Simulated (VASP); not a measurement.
Wanted: the native input for a VASP 6.6.1 run.

```yaml
Task: single point
Functional: PBE
Potentials_or_basis: VASP PAW PBE potentials, release 64 (Au)
Cutoff: 520 eV
k_mesh: 20 × 20 × 20
Occupations: gaussian, width 0.15 eV
Spin: no spin polarisation
Dipole_correction: no
Further_INCAR_settings: ALGO = Fast; EDIFF = 1e-06; NBANDS = 12
```

The structure of Au lies in POSCAR:

```
Au
1.0
    0.0000000000      2.0148175000      2.0761825000
    2.0148175000      0.0000000000      2.0761825000
    2.0148175000      2.0148175000      0.0000000000
Au
1
Direct
    0.0000000000      0.0000000000      0.0000000000
```

This cell differs from its parent crystal: strain -0.015 along x and y, +0.015 along z.

One way to write it, as run:

INCAR

```
SYSTEM = Au
PREC = Accurate
ENCUT = 520
EDIFF = 1E-6
ISMEAR = 0
SIGMA = 0.15
LREAL = .False.
LASPH = .True.
NELM = 100
ALGO = Fast
ISIF = 2
LWAVE = .False.
LCHARG = .True.
GGA = PE
LELF = .True.
LVHAR = .True.
NBANDS = 12
```

KPOINTS

```
Automatic mesh
0
Gamma
  20 20 20
  0 0 0
```

Potentials or basis: VASP PAW PBE potentials, release 64 (Au).

Run with:

```console
$ cat potpaw_PBE.64/Au/POTCAR > POTCAR
$ mpirun -np 1 vasp_std > vasp.out
```

Results of the run:

```
Pressure               : 10.6 GPa
Band gap on the k mesh : zero (an odd number of electrons rules out a gap without spin polarisation)
```

Caveat: the cell differs from its parent crystal (strain -0.015 along x and y, +0.015 along z); the cell stands under pressure; spin-orbit coupling is left out, which moves the levels of the heavy elements.

It took 2.3 min on 1 thread of Intel Xeon 8259CL (shared host), peak memory 0.25 GiB.
